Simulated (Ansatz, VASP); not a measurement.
**TaN in VASP and in Ansatz**

```
Ta N
1.0
     0.00000    2.17900    2.26616
     2.17900    0.00000    2.26616
     2.17900    2.17900    0.00000
Ta N
1 1
Direct
  0.50000 0.50000 0.50000
  0.00000 0.00000 0.00000
```

Change from the starting cell: strain +0.000 along x and y, +0.040 along z, atoms carried along.

Alike in both runs: task single point; functional PBE; k mesh 18 × 18 × 18; occupations gaussian, width 0.15 eV; no spin polarisation.

```csv
,VASP,Ansatz
version,VASP 6.6.1,Ansatz 0.2.0
potentials or method,"VASP PAW PBE potentials, release 64 (Ta_pv, N), cutoff 600 eV","scalar-relativistic, plane waves, PAW"
valence electrons in the cell,16,18
```

|  | VASP | Ansatz | Ansatz less VASP |
| --- | --- | --- | --- |
| gap on the k mesh at the Fermi level (eV) | none | none | - |
| pressure (GPa) | 2.4 | 1.7 | -0.68 |
| traceless stress, the component that is largest in VASP (GPa) | -12.95 | -12.85 | +0.093 |

A gap of «none» marks a metal or a gap that the smearing closes. VASP's potentials hold 16 valence electrons a cell and Ansatz's 18, so a difference there can come from the potentials and not from the codes.

Spin-orbit coupling is off throughout.
